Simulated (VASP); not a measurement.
# LiCl (Fm-3m) in VASP: G0W0 quasiparticle levels with PBE

Aim: the G0W0 quasiparticle levels of LiCl with PBE.

All numbers are computed with VASP 6.6.1; they aren't measurements. Logs are shortened: lines on timing, memory, paths and dates and some standing lists are left out, and cuts for length are marked.

### Step 1. The cell of the first run

It takes space group Fm-3m (No. 225, cubic). Conventional cell: a = 5.112 Å, b = 5.112 Å, c = 5.112 Å, α = 90.00°, β = 90.00°, γ = 90.00°. Li (site symmetry m-3m) has 6 Cl at 2.56 Å within 3.4 Å. Within 3.4 Å of Cl (site symmetry m-3m) lie 6 Li at 2.56 Å.

### Step 2. G0W0 quasiparticle levels, PBE

The input, POSCAR:

```
LiCl
1.0
    0.0000000000      2.5560369889      2.5560369889
    2.5560369889      0.0000000000      2.5560369889
    2.5560369889      2.5560369889      0.0000000000
Li Cl
1 1
Direct
    0.0000000000      0.0000000000      0.0000000000
    0.5000000000      0.5000000000      0.5000000000
```

The input, INCAR.step1:

```
PREC = Accurate ; ENCUT = 500
EDIFF = 1E-8 ; ISMEAR = 0
SIGMA = 0.01 ; LREAL = False
LASPH = True ; NELM = 60
ALGO = Normal ; LWAVE = True
LCHARG = False ; GGA = PE
```

The input, INCAR.step2:

```
PREC = Accurate ; ENCUT = 500
EDIFF = 1E-8 ; ISMEAR = 0
SIGMA = 0.01 ; LREAL = False
LASPH = True ; NELM = 1
ALGO = Exact ; LWAVE = True
LCHARG = False ; GGA = PE
NBANDS = 129 ; LOPTICS = True
ISTART = 1
```

The input, INCAR.step3:

```
PREC = Accurate ; ENCUT = 500
EDIFF = 1E-8 ; ISMEAR = 0
SIGMA = 0.01 ; LREAL = False
LASPH = True ; ALGO = EVGW0
LWAVE = False ; LCHARG = False
GGA = PE ; NELMGW = 1
NBANDS = 129 ; ENCUTGW = 140.0
NOMEGA = 96 ; PRECFOCK = Fast
ISTART = 1 ; NBANDSGW = 12
OMEGAMAX = 20
```

The input, KPOINTS:

```
Automatic mesh
0
Gamma
  4 4 4
```

Potentials or basis: VASP PAW PBE potentials, release 64 (Li_GW, Cl_GW).

On the command line:

```bash
> cat potpaw_PBE.64/Li_GW/POTCAR potpaw_PBE.64/Cl_GW/POTCAR > POTCAR
> cp INCAR.step1 INCAR
> mpirun -np 1 vasp_std > vasp.out
> cp INCAR.step2 INCAR
> mpirun -np 1 vasp_std > vasp.out
> cp INCAR.step3 INCAR
> mpirun -np 1 vasp_std > vasp.out
```

OUTCAR:

```text
PREC = Accurate
   ENCUT = 500
   EDIFF = 1E-8
   ISMEAR = 0
   LREAL = False
   LASPH = True
   GGA = PE
   NELMGW = 1
   ENCUTGW = 140.0
   PRECFOCK = Fast
   ISTART = 1

 ion  position               nearest neighbor table
   1  0.000  0.000  0.000-   2 2.56   2 2.56   2 2.56   2 2.56   2 2.56   2 2.56
   2  0.500  0.500  0.500-   1 2.56   1 2.56   1 2.56   1 2.56   1 2.56   1 2.56

  LATTYP: Found a face centered cubic cell.
 ALAT       =     5.1120739778

  Lattice vectors:

 A1 = (   0.0000000000,   2.5560369889,   2.5560369889)
 A2 = (   2.5560369889,   0.0000000000,   2.5560369889)
 A3 = (   2.5560369889,   2.5560369889,   0.0000000000)

Analysis of symmetry for initial positions (statically):
=====================================================================
 Subroutine PRICEL returns:
 Original cell was already a primitive cell.

 Routine SETGRP: Setting up the symmetry group for a
 face centered cubic supercell.

 Subroutine GETGRP returns: Found 48 space group operations
 (whereof 48 operations were pure point group operations)
 out of a pool of 48 trial point group operations.

The static configuration has the point symmetry O_h .

Analysis of symmetry for dynamics (positions and initial velocities):
=====================================================================
 Subroutine PRICEL returns:
 Original cell was already a primitive cell.

 Routine SETGRP: Setting up the symmetry group for a
 face centered cubic supercell.

 Subroutine GETGRP returns: Found 48 space group operations
 (whereof 48 operations were pure point group operations)
 out of a pool of 48 trial point group operations.

The dynamic configuration has the point symmetry O_h .

 Subroutine INISYM returns: Found 48 space group operations
 (whereof 48 operations are pure point group operations),
 and found     1 'primitive' translations

----------------------------------------------------------------------------------------
[... 74 lines left out ...]
   ENCUT  =  500.0 eV  36.75 Ry    6.06 a.u.   6.59  6.59  6.59*2*pi/ulx,y,z
   NELM   =     60;   NELMIN=  2; NELMDL=  0     # of ELM steps
   EDIFF  = 0.1E-07   stopping-criterion for ELM
   LREAL  =      F    real-space projection
   EDIFFG = 0.1E-06   stopping-criterion for IOM
   NSW    =      0    number of steps for IOM
   IBRION =     -1    ionic relax: 0-MD 1-quasi-New 2-CG
   NFREE  =      0    steps in history (QN), initial steepest desc. (CG)
   ISIF   =      0    stress and relaxation
   ISYM   =      3    0-nonsym 1-usesym 2-fastsym
   POTIM  = 0.5000    time-step for ionic-motion
   TEBEG  =    0.0;   TEEND  =   0.0 temperature during run
   PSTRESS=    0.0 pullay stress
   NELECT =       8.0000    total number of electrons
   NUPDOWN=      -1.0000    fix difference up-down
   EMIN   =  10.00;   EMAX   =-10.00  energy-range for DOS
   EFERMI =   0.00;   METHOD = LEGACY
   ISMEAR =     0;   SIGMA  =   0.01  broadening in eV -4-tet -1-fermi 0-gaus
   EFERMI_NEDOS =   21; number of points for ismear=-14 and -15
   IALGO  =     38    algorithm
   IMIX   =      4    mixing-type and parameters
     AMIX     =   0.40;   BMIX     =  1.00
     AMIX_MAG =   1.60;   BMIX_MAG =  1.00
  volume/ion in A,a.u.               =      16.70       112.69
  Fermi-wavevector in a.u.,A,eV,Ry     =   1.016704  1.921291 14.064155  1.033686
  Thomas-Fermi vector in A             =   2.150062
   LORBIT       =      0    0 simple, 1 ext, 2 COOP (PROOUT), +10 PAW based schemes
   GGA     = PE    functional components
   LHFCALC =     T    Hartree Fock is set to
   PRECFOCK=fast      Normal, Fast or Accurate (Low or Medium for compatibility)
   ENCUT4O =  -1.0   cutoff for four orbital integrals eV
   NKREDX  =     1    reduce k-point grid by
   NKREDY  =     1    reduce k-point grid by
   NKREDZ  =     1    reduce k-point grid by
   AEXX    =    1.0000 exact exchange contribution
   HFSCREEN=    0.0000 screening length (either q_TF or 0.3 A-1)
   HFSCREENC=   0.0000 screening length for correlation (either q_TF or 0.3 A-1)
   ENCUTFOCK=  -1.0 apply spherical cutoff to Coloumb kernel
   IVDW    =     0    specifies the selected vdW correction
   LEPSILON=     F    determine dielectric tensor
   LRPA    =     F    only Hartree local field effects (RPA)
   LRPAFORCE           =     F    calculate RPA forces
   ENCUTGW             = 140.0    cutoff for response function in eV
   ENCUTGWSOFT         = 112.0    soft cutoff for Coulomb kernel in GW response function in eV
   ENCUTLF             =  -1.0    cutoff for local field effects
   NELMGW              =     1    number of iterations in solving QP/BSE equation
   NELMHF              =     1    number of iterations in the inner HF iteration
   NKREDLFX            =     1    NKREDLFY  =   1   NKREDLFZ  =   1
 non-spin polarized calculation
 Gauss-broadening in eV      SIGMA  =   0.01
  energy-cutoff  :      500.00
  volume of cell :       33.40
 maximum number of plane-waves:       869
 NGX is ok and might be reduce to    28
  NGX = 16; NGY = 16; NGZ = 16
   NGX = 13   NGY = 13   NGZ = 13
 maximum number of plane-waves:       137
 NGX is ok and might be reduce to    14

 QP shifts <psi_nk| G(iteration)W_0 |psi_nk>: iteration 1
 for sc-GW calculations column KS-energies equals QP-energies in previous step
 and V_xc(KS)=  KS-energies - (<T + V_ion + V_H > + <T+V_H+V_ion>^1  + <V_x>^1)

 k-point   1 :       0.0000    0.0000    0.0000
  band No.  KS-energies  QP-energies   sigma(KS)   V_xc(KS)     V^pw_x(r,r')   Z            occupation Imag(sigma)

      1     -14.3235     -15.7705     -16.5773     -14.7355     -24.1360       0.7856       2.0000       1.5880
      2      -0.8781      -2.6193     -16.9238     -14.7573     -18.9779       0.8037       2.0000       0.0289
      3      -0.8781      -2.6193     -16.9238     -14.7573     -18.9779       0.8037       2.0000       0.0289
      4      -0.8781      -2.6193     -16.9238     -14.7573     -18.9779       0.8037       2.0000       0.0289
      5       5.4989       6.3153      -7.6294      -8.6081      -4.1038       0.8342       0.0000      -0.0428
      6      10.9151      12.1166      -8.1344      -9.5878      -4.2670       0.8266       0.0000      -0.0557
      7      10.9151      12.1166      -8.1344      -9.5878      -4.2670       0.8266       0.0000      -0.0557
      8      10.9151      12.1166      -8.1344      -9.5878      -4.2670       0.8266       0.0000      -0.0557
      9      13.4750      14.9910      -9.2244     -11.1115      -4.8937       0.8033       0.0000      -0.0770
     10      13.4750      14.9910      -9.2244     -11.1115      -4.8937       0.8033       0.0000      -0.0770
     11      13.7081      14.8013      -5.9040      -7.2850      -1.4324       0.7916       0.0000      -0.0976
     12      13.7081      14.8013      -5.9040      -7.2850      -1.4324       0.7916       0.0000      -0.0976
[... 100 lines left out ...]
      1     -13.4907     -14.6079     -17.0037     -15.5168     -24.6059       0.7513       2.0000       1.2963
      2      -3.0371      -5.0232     -15.2314     -12.7008     -17.6076       0.7848       2.0000       0.0426
      3      -3.0371      -5.0232     -15.2314     -12.7008     -17.6076       0.7848       2.0000       0.0426
      4      -1.9600      -3.8387     -16.0627     -13.6903     -18.2597       0.7919       2.0000       0.0313
      5       8.6286       9.7982      -7.9954      -9.4111      -4.3247       0.8262       0.0000      -0.0515
      6       9.2404      10.4467      -6.8998      -8.3541      -3.0849       0.8294       0.0000      -0.0543
      7       9.5366      10.6473      -8.5950      -9.9439      -4.7880       0.8235       0.0000      -0.0545
      8       9.5366      10.6473      -8.5950      -9.9439      -4.7880       0.8235       0.0000      -0.0545
      9      15.0509      16.2377      -7.5432      -9.0773      -2.8611       0.7736       0.0000      -0.1302
     10      15.0509      16.2377      -7.5432      -9.0773      -2.8611       0.7736       0.0000      -0.1302
     11      17.1622      18.9090     -10.6887     -12.9599      -5.4470       0.7691       0.0000      -0.1777
     12      18.1143      19.4048      -9.7138     -11.4092      -4.3144       0.7611       0.0000      -0.3689
```

OUTCAR.step1:

```text
PREC = Accurate
   ENCUT = 500
   EDIFF = 1E-8
   ISMEAR = 0
   LREAL = False
[... 291 lines left out ...]
      0.00000      0.00000      0.00000        -0.000000     -0.000000      0.000000
      2.55604      2.55604      2.55604         0.000000      0.000000     -0.000000
 -----------------------------------------------------------------------------------
    total drift:                                0.000000      0.000000      0.000000

  FREE ENERGIE OF THE ION-ELECTRON SYSTEM (eV)
  ---------------------------------------------------
  free  energy   TOTEN  =        -7.3652629686 eV

  energy  without entropy=       -7.3652629686  energy(sigma->0) =       -7.36526297
```

Wall time 80 s (1 thread of Intel Xeon 6975P-C (Granite Rapids), shared host); peak memory 0.32 GiB.

What came out:

| Item | Value |
| --- | --- |
| Quasiparticle gap | 8.93 eV |
| Least direct quasiparticle gap | 8.93 eV |
| Band gap of the starting levels on the mesh | 6.38 eV |
| Least direct gap of the starting levels on the mesh | 6.38 eV |

Caveat: the k points lie up to 0.53 Å⁻¹ apart; bands, screening cutoff and mesh are small and nothing is extrapolated, so the quasiparticle values aren't converged.
